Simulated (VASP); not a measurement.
# B (P6/mmm) in VASP: notebook

Runs on B. Level: PBE. Tasks: relaxation of cell and atoms, single point.

Program: VASP 6.6.1. These are calculated values, not measurements. Logs are shortened: lines on timing, memory, paths and dates and some standing lists are left out, and cuts for length are marked.

## (1) The cell of the first run

The structure is hexagonal, space group P6/mmm (No. 191). Conventional cell: a = 1.743 Å, b = 1.743 Å, c = 1.639 Å, α = 90.00°, β = 90.00°, γ = 120.00°. B (site symmetry 6/mmm) has 8 B at 1.64 to 1.74 Å within 2.2 Å.

## (2) Relaxation of cell and atoms, PBE, target pressure 160 GPa, at which the enthalpy is minimised

INCAR

```
PREC = Accurate
ENCUT = 600
EDIFF = 1E-7
ISMEAR = -1
SIGMA = 0.08
LREAL = F
LASPH = T
NELM = 100
ALGO = Normal
ISIF = 3
LWAVE = F
LCHARG = F
GGA = PE
IBRION = 2
NSW = 60
EDIFFG = -0.005
PSTRESS = 1600.0
```

KPOINTS

```
Automatic mesh
0
Gamma
  24 24 22
```

POSCAR

```
B
1.0
    1.7434530149      0.0000000000      0.0000000000
   -0.8717265074      1.5098746012      0.0000000000
    0.0000000000      0.0000000000      1.6388458340
B
1
Direct
    0.0000000000      0.0000000000      0.0000000000
```

Potentials or basis: VASP PAW PBE potentials, release 64 (B).

Started as:

```
$ cat potpaw_PBE.64/B/POTCAR > POTCAR
$ mpirun -np 1 vasp_std > vasp.out
```

OUTCAR:

```text
PREC = Accurate
   ENCUT = 600
   EDIFF = 1E-7
   ISMEAR = -1
   LREAL = F
   LASPH = T
   NELM = 100
   ISIF = 3
   GGA = PE
   IBRION = 2
   NSW = 60
   EDIFFG = -0.005
   PSTRESS = 1600.0

 ion  position               nearest neighbor table
   1  0.000  0.000  0.000-

  LATTYP: Found a hexagonal cell.
 ALAT       =     1.7434530149
 C/A-ratio  =     0.9400000000

  Lattice vectors:

 A1 = (   1.7434530149,   0.0000000000,   0.0000000000)
 A2 = (  -0.8717265074,   1.5098746012,   0.0000000000)
 A3 = (   0.0000000000,   0.0000000000,   1.6388458340)

Analysis of symmetry for initial positions (statically):
=====================================================================
 Subroutine PRICEL returns:
 Original cell was already a primitive cell.

 Routine SETGRP: Setting up the symmetry group for a
 hexagonal supercell.

 Subroutine GETGRP returns: Found 24 space group operations
 (whereof 24 operations were pure point group operations)
 out of a pool of 24 trial point group operations.

The static configuration has the point symmetry D_6h.

Analysis of symmetry for dynamics (positions and initial velocities):
=====================================================================
 Subroutine PRICEL returns:
 Original cell was already a primitive cell.

 Routine SETGRP: Setting up the symmetry group for a
 hexagonal supercell.

 Subroutine GETGRP returns: Found 24 space group operations
 (whereof 24 operations were pure point group operations)
 out of a pool of 24 trial point group operations.

The dynamic configuration has the point symmetry D_6h.

 Subroutine INISYM returns: Found 24 space group operations
 (whereof 24 operations are pure point group operations),
 and found     1 'primitive' translations

----------------------------------------------------------------------------------------

                                     Primitive cell

  volume of cell :       4.3141

  direct lattice vectors                    reciprocal lattice vectors
     1.743453015  0.000000000  0.000000000     0.573574390  0.331153329  0.000000000
    -0.871726507  1.509874601  0.000000000     0.000000000  0.662306657  0.000000000
     0.000000000  0.000000000  1.638845834     0.000000000  0.000000000  0.610185522

  length of vectors
     1.743453015  1.743453015  1.638845834     0.662306657  0.662306657  0.610185522

  position of ions in fractional coordinates (direct lattice)
     0.000000000  0.000000000  0.000000000

  ion indices of the primitive-cell ions
   primitive index   ion index
                 1           1

----------------------------------------------------------------------------------------

 KPOINTS: Automatic mesh

Automatic generation of k-mesh.
 Grid dimensions read from file:
 generate k-points for:   24   24   22

 Generating k-lattice:

  Cartesian coordinates                     Fractional coordinates (reciprocal lattice)
     0.023898933  0.013798055  0.000000000     0.041666667  0.000000000  0.000000000
     0.000000000  0.027596111  0.000000000     0.000000000  0.041666667  0.000000000
     0.000000000  0.000000000  0.027735706     0.000000000  0.000000000  0.045454545

  Length of vectors
     0.027596111  0.027596111  0.027735706

  Shift w.r.t. Gamma in fractional coordinates (k-lattice)
     0.000000000  0.000000000  0.000000000

 Subroutine IBZKPT returns following result:
 ===========================================

 Found    732 irreducible k-points:

 Following reciprocal coordinates:
            Coordinates               Weight
  0.000000  0.000000  0.000000      1.000000
  0.041667  0.000000  0.000000      6.000000
  0.083333  0.000000  0.000000      6.000000
  0.125000 -0.000000  0.000000      6.000000
  0.166667  0.000000  0.000000      6.000000
  0.208333 -0.000000  0.000000      6.000000
[... 16 lines left out ...]
  0.416667  0.041667  0.000000     12.000000
  0.458333  0.041667  0.000000     12.000000
 [... further k-points ...]
   k-points           NKPTS =    732   k-points in BZ     NKDIM =    732   number of bands    NBANDS=      5
   number of dos      NEDOS =    301   number of ions     NIONS =      1
   total plane-waves  NPLWV =   2744
   dimension x,y,z NGX =    14 NGY =   14 NGZ =   14
   dimension x,y,z NGXF=    28 NGYF=   28 NGZF=   28
   ions per type =               1
   NGX,Y,Z   is equivalent  to a cutoff of  13.35, 13.35, 14.20 a.u.
   NGXF,Y,Z  is equivalent  to a cutoff of  26.70, 26.70, 28.40 a.u.
 SYSTEM =  unknown system
   PREC   = accura    normal or accurate (medium, high low for compatibility)
   ISTART =      0    job   : 0-new  1-cont  2-samecut
   ICHARG =      2    charge: 1-file 2-atom 10-const
   ISPIN  =      1    spin polarized calculation?
   LNONCOLLINEAR =      F non collinear calculations
   LSORBIT =      F    spin-orbit coupling
   LASPH  =      T    aspherical Exc in radial PAW
   ENCUT  =  600.0 eV  44.10 Ry    6.64 a.u.   3.48  3.48  3.27*2*pi/ulx,y,z
   NELM   =    100;   NELMIN=  2; NELMDL= -5     # of ELM steps
   EDIFF  = 0.1E-06   stopping-criterion for ELM
   LREAL  =      F    real-space projection
   EDIFFG = -.5E-02   stopping-criterion for IOM
   NSW    =     60    number of steps for IOM
   IBRION =      2    ionic relax: 0-MD 1-quasi-New 2-CG
   NFREE  =      1    steps in history (QN), initial steepest desc. (CG)
   ISIF   =      3    stress and relaxation
   ISYM   =      2    0-nonsym 1-usesym 2-fastsym
   POTIM  = 0.5000    time-step for ionic-motion
   TEBEG  =    0.0;   TEEND  =   0.0 temperature during run
   PSTRESS= 1600.0 pullay stress
   NELECT =       3.0000    total number of electrons
   NUPDOWN=      -1.0000    fix difference up-down
   EMIN   =  10.00;   EMAX   =-10.00  energy-range for DOS
   EFERMI =   0.00;   METHOD = LEGACY
   ISMEAR =    -1;   SIGMA  =   0.08  broadening in eV -4-tet -1-fermi 0-gaus
   EFERMI_NEDOS =   21; number of points for ismear=-14 and -15
   IALGO  =     38    algorithm
   IMIX   =      4    mixing-type and parameters
     AMIX     =   0.40;   BMIX     =  1.00
     AMIX_MAG =   1.60;   BMIX_MAG =  1.00
  volume/ion in A,a.u.               =       4.31        29.11
  Fermi-wavevector in a.u.,A,eV,Ry     =   1.450392  2.740844 28.621733  2.103638
  Thomas-Fermi vector in A             =   2.568010
   LORBIT       =      0    0 simple, 1 ext, 2 COOP (PROOUT), +10 PAW based schemes
   GGA     = PE    functional components
   LHFCALC =     F    Hartree Fock is set to
   AEXX    =    0.0000 exact exchange contribution
   IVDW    =     0    specifies the selected vdW correction
   LEPSILON=     F    determine dielectric tensor
   LRPA    =     F    only Hartree local field effects (RPA)
 conjugate gradient relaxation of ions
 non-spin polarized calculation
  energy-cutoff  :      600.00
  volume of cell :        4.31
 maximum number of plane-waves:       154
 NGX is ok and might be reduce to    14
   NGX =  7   NGY =  7   NGZ =  7

--------------------------------------- Ionic step        1  -------------------------------------------

 number of electron       3.0000000 magnetization

 Free energy of the ion-electron system (eV)
  ---------------------------------------------------
  ext. energy  EPLUGINS =         0.00000000
  ---------------------------------------------------
  free energy    TOTEN  =        -4.45737767 eV

  energy without entropy =       -4.45272425  energy(sigma->0) =       -4.45505096

------------------------ aborting loop because EDIFF is reached ----------------------------------------

  FORCE on cell =-STRESS in cart. coord.  units (eV):
  Direction    XX          YY          ZZ          XY          YZ          ZX
  --------------------------------------------------------------------------------------
  -------------------------------------------------------------------------------------
  Total        3.8782787      3.8782787      8.2350326      0.0000000      0.0000000      0.0000000
  in kB     1440.3245806   1440.3245805   3058.3464145      0.0000000      0.0000000      0.0000000
  external PRESSURE =     379.6651919 kB  Pullay stress =    1600.0000000 kB

 VOLUME and BASIS-vectors are now :
 -----------------------------------------------------------------------------
  energy-cutoff  :      600.00
  volume of cell :        4.31
      direct lattice vectors                 reciprocal lattice vectors
     1.743453015  0.000000000  0.000000000     0.573574390  0.331153329  0.000000000
    -0.871726507  1.509874601  0.000000000     0.000000000  0.662306657  0.000000000
     0.000000000  0.000000000  1.638845834     0.000000000  0.000000000  0.610185522
[... 266 lines left out ...]
  FREE ENERGIE OF THE ION-ELECTRON SYSTEM (eV)
  ---------------------------------------------------
  free  energy   TOTEN  =        -4.8816790793 eV

  energy  without entropy=       -4.8750396697  energy(sigma->0) =       -4.87835937

  enthalpy is  TOTEN    =        -0.3647169496 eV   P V=        4.5169621297

--------------------------------------- Ionic step        9  -------------------------------------------

 number of electron       3.0000000 magnetization

 Free energy of the ion-electron system (eV)
  ---------------------------------------------------
  ext. energy  EPLUGINS =         0.00000000
  ---------------------------------------------------
  free energy    TOTEN  =        -4.88312609 eV

  energy without entropy =       -4.87650717  energy(sigma->0) =       -4.87981663

 E-fermi :  12.5197     XC(G=0): -14.0906

 val. band max:       12.5010286804   @ k =   0.4167   0.1250   0.4091
 cond. band min:      12.5263688083   @ k =   0.4167  -0.0000   0.2727
 fundamental gap:      0.0253401279
 Fermi energy:        12.5196849676

 k-point     1 :       0.0000    0.0000    0.0000
  band No.  band energies     occupation
      1      -8.4967      2.00000
      2      22.8469      0.00000
      3      35.4224      0.00000
      4      37.3067      0.00000
      5      37.3067      0.00000

 k-point     2 :       0.0417    0.0000    0.0000
  band No.  band energies     occupation
      1      -8.4075      2.00000
      2      22.9494      0.00000
      3      34.5853      0.00000
      4      37.0038      0.00000
      5      37.8595      0.00000

 k-point     3 :       0.0833    0.0000    0.0000
  band No.  band energies     occupation
      1      -8.1399      2.00000
      2      23.2558      0.00000
      3      32.9279      0.00000
      4      36.1877      0.00000
      5      38.5961      0.00000
[... 153 lines left out ...]
 k-point    23 :       0.4167    0.0417    0.0000
  band No.  band energies     occupation
      1       0.5409      2.00000
      2      11.1066      2.00000
      3      27.3091      0.00000
      4      31.8050      0.00000
      5      41.6803      0.00000

 k-point    24 :       0.4583    0.0417    0.0000
  band No.  band energies     occupation
      1       1.4558      2.00000
      2       9.8213      2.00000
      3      27.1164      0.00000
      4      32.4059      0.00000
      5      42.0501      0.00000

 [... further k-points ...]
[... 5 lines left out ...]
  --------------------------------------------------------------------------------------
  -------------------------------------------------------------------------------------
  Total        4.5137221      4.5137221      4.5176536      0.0000000      0.0000000     -0.0000000
  in kB     1598.3403027   1598.3403027   1599.7324633      0.0000001      0.0000000     -0.0000000
  external PRESSURE =      -1.1956438 kB  Pullay stress =    1600.0000000 kB

 VOLUME and BASIS-vectors are now :
 -----------------------------------------------------------------------------
  energy-cutoff  :      600.00
  volume of cell :        4.52
      direct lattice vectors                 reciprocal lattice vectors
     1.692384801  0.000000000  0.000000000     0.590882168  0.341145979 -0.000000000
    -0.846192400  1.465648230 -0.000000000    -0.000000000  0.682291958 -0.000000000
    -0.000000000  0.000000000  1.824094290    -0.000000000  0.000000000  0.548217275

 POSITION                                       TOTAL-FORCE (eV/Angst)
 -----------------------------------------------------------------------------------
      1.69238      0.00000      0.00000         0.000000      0.000000      0.000000
 -----------------------------------------------------------------------------------
    total drift:                                0.000000      0.000000      0.000000

  FREE ENERGIE OF THE ION-ELECTRON SYSTEM (eV)
  ---------------------------------------------------
  free  energy   TOTEN  =        -4.8831260923 eV

  energy  without entropy=       -4.8765071722  energy(sigma->0) =       -4.87981663

  enthalpy is  TOTEN    =        -0.3647170082 eV   P V=        4.5184090841

 reached required accuracy - stopping structural energy minimisation
```

Wall time 32 s (1 thread of Intel Xeon Platinum 8259CL at 2.50GHz (Skylake/Cascade Lake), shared host); peak memory 0.12 GiB.

What came out:

- Free energy: -4.8831 eV
- Relaxed volume: 4.52 Å³/atom
- Relaxed cell: a = 1.692 Å, b = 1.692 Å, c = 1.824 Å, α = 90.00°, β = 90.00°, γ = 120.00°
- Space group after relaxing (to 0.05 Å): P6/mmm (No. 191)
- Energy change on relaxing (the enthalpy is what falls): -425.7 meV/atom
- Ionic steps: 9
- Pressure after relaxing: 159.9 GPa

The path:
```tsv
step	energy change (eV)	largest force (eV/Å)	pressure (GPa)	volume (Å³)
1	0.0000	0.0000	197.97	4.31
2	-0.7433	0.0000	109.38	4.92
3	-0.5651	0.0000	134.48	4.68
4	-0.1719	0.0000	202.75	4.31
5	-0.4367	0.0000	158.43	4.54
6	-0.4396	0.0000	157.93	4.54
7	-0.4208	0.0000	160.64	4.52
8	-0.4243	0.0000	160.15	4.52
9	-0.4257	0.0000	159.88	4.52
```

Final structure:
```cif
data_structure
_symmetry_space_group_name_H-M 'P 1'
_symmetry_Int_Tables_number 1
_cell_length_a 1.6924
_cell_length_b 1.6924
_cell_length_c 1.8241
_cell_angle_alpha 90.000
_cell_angle_beta 90.000
_cell_angle_gamma 120.000
_cell_volume 4.52
loop_
_atom_site_label
_atom_site_type_symbol
_atom_site_fract_x
_atom_site_fract_y
_atom_site_fract_z
_atom_site_occupancy
B1 B 0.00000 0.00000 0.00000 1
```

Levels at points of the mesh, in eV from the Fermi level:
```
           k point  band 1  band 2  band 3  band 4  band 5
(0.00, 0.00, 0.00)  -21.02   10.33   22.90   24.79   24.79
(0.50, 0.00, 0.00)  -11.02   -2.90   15.29   19.92   28.69
(0.00, 0.00, 0.50)  -13.36  -10.78   27.66   27.66   44.49
(0.50, 0.00, 0.50)   -5.17   -0.24    8.67    8.84   19.17
```

Caveat: the cell is relaxed towards a set pressure, so the enthalpy falls and the energy may rise.

## (3) Relaxation of cell and atoms, PBE, target pressure 160 GPa, at which the enthalpy is minimised

This run uses another cell than the first one, of 4.52 Å³/atom, 1.048 times its volume.

INCAR: that of step 2 with these lines changed.

```diff
@@ -7,3 +7,3 @@
 LASPH = T
-NELM = 100
+NELM = 80
 ALGO = Normal
@@ -14,3 +14,3 @@
 IBRION = 2
-NSW = 60
+NSW = 32
 EDIFFG = -0.005
```

KPOINTS

```
regular mesh
0
Gamma
  24 24 22
```

POSCAR

```
B
1.0
    1.6921433282      0.0000000000      0.0000000000
   -0.8460716641      1.4654391091      0.0000000000
    0.0000000000      0.0000000000      1.8237452031
B
1
Direct
    0.0000000000      0.0000000000      0.0000000000
```

Potentials or basis: VASP PAW PBE potentials, release 64 (B).

Started as:

```
$ cat potpaw_PBE.64/B/POTCAR > POTCAR
$ mpirun -np 1 vasp_std > vasp.out
```

It took 18 s on 1 thread of Intel Xeon Platinum 8259CL at 2.50GHz (Skylake/Cascade Lake), shared host; peak memory 0.12 GiB.

The run converged. Its results:

* Free energy: -4.8829 eV
* Relaxed volume: 4.52 Å³/atom
* Relaxed cell: a = 1.692 Å, b = 1.692 Å, c = 1.824 Å, α = 90.00°, β = 90.00°, γ = 120.00°
* Space group after relaxing (to 0.05 Å): P6/mmm (No. 191)
* Energy change on relaxing (the enthalpy is what falls): -1.3 meV/atom
* Ionic steps: 3
* Pressure after relaxing: 160.0 GPa

Step by step:
| step | energy change (eV) | largest force (eV/Å) | pressure (GPa) | volume (Å³) |
| --- | --- | --- | --- | --- |
| 1 | 0.0000 | 0.0000 | 160.19 | 4.52 |
| 2 | -0.0035 | 0.0000 | 159.63 | 4.53 |
| 3 | -0.0013 | 0.0000 | 159.96 | 4.52 |

Final structure:
```cif
data_structure
_symmetry_space_group_name_H-M 'P 1'
_symmetry_Int_Tables_number 1
_cell_length_a 1.6923
_cell_length_b 1.6923
_cell_length_c 1.8240
_cell_angle_alpha 90.000
_cell_angle_beta 90.000
_cell_angle_gamma 120.000
_cell_volume 4.52
loop_
_atom_site_label
_atom_site_type_symbol
_atom_site_fract_x
_atom_site_fract_y
_atom_site_fract_z
_atom_site_occupancy
B1 B 0.00000 0.00000 0.00000 1
```

Levels at points of the mesh, in eV from the Fermi level:
| k point | band 1 | band 2 | band 3 | band 4 | band 5 |
| --- | --- | --- | --- | --- | --- |
| (0.00, 0.00, 0.00) | -21.02 | 10.33 | 22.90 | 24.79 | 24.79 |
| (0.50, 0.00, 0.00) | -11.02 | -2.90 | 15.30 | 19.92 | 28.69 |
| (0.00, 0.00, 0.50) | -13.37 | -10.78 | 27.67 | 27.67 | 44.49 |
| (0.50, 0.00, 0.50) | -5.17 | -0.24 | 8.67 | 8.84 | 19.18 |

Caveat: the cell is relaxed towards a set pressure, so the enthalpy falls and the energy may rise.

## (4) Single point, PBE

This run uses another cell than the first one, of 4.52 Å³/atom, 1.048 times its volume.

INCAR

```
SYSTEM = B
ALGO     = Normal         ! electronic algorithm
EDIFF    = 1E-7           ! SCF threshold, eV
ENCUT    = 520            ! plane-wave cutoff, eV
GGA      = PE             ! functional
ISIF     = 2              ! what is computed and relaxed
ISMEAR   = -1             ! smearing method
LASPH    = .True.         ! aspherical terms in the spheres
LCHARG   = .False.        ! write CHGCAR
LREAL    = .False.        ! projectors in reciprocal space
LWAVE    = .False.        ! write WAVECAR
NBANDS   = 8              ! bands
NELM     = 100            ! most SCF steps
PREC     = Accurate       ! precision mode
SIGMA    = 0.08           ! smearing width, eV
```

KPOINTS

```
k-points
0
Gamma
  24 24 22
  0 0 0
```

POSCAR is that of step 3.

Started as:

```
$ cat potpaw_PBE.64/B/POTCAR > POTCAR
$ mpirun -np 1 vasp_std > vasp.out
```

It took 12 s on 1 thread of Intel Xeon 6975P-C, shared host; peak memory 0.12 GiB.

Results (log left out):

```yaml
Free_energy: -4.8803 eV
Pressure: 160.3 GPa
```

Stress tensor (GPa, compression positive):
```
160.21   0.00   0.00
  0.00 160.21   0.00
  0.00   0.00 160.35
```

Levels at points of the mesh, in eV from the Fermi level:
| k point | band 1 | band 2 | band 3 | band 4 | band 5 |
| --- | --- | --- | --- | --- | --- |
| (0.00, 0.00, 0.00) | -21.02 | 10.33 | 22.91 | 24.80 | 24.80 |
| (0.50, 0.00, 0.00) | -11.02 | -2.90 | 15.30 | 19.93 | 28.70 |
| (0.00, 0.00, 0.50) | -13.37 | -10.78 | 27.67 | 27.67 | 44.50 |
| (0.50, 0.00, 0.50) | -5.17 | -0.24 | 8.67 | 8.85 | 19.18 |

[end of part 1 of 2]
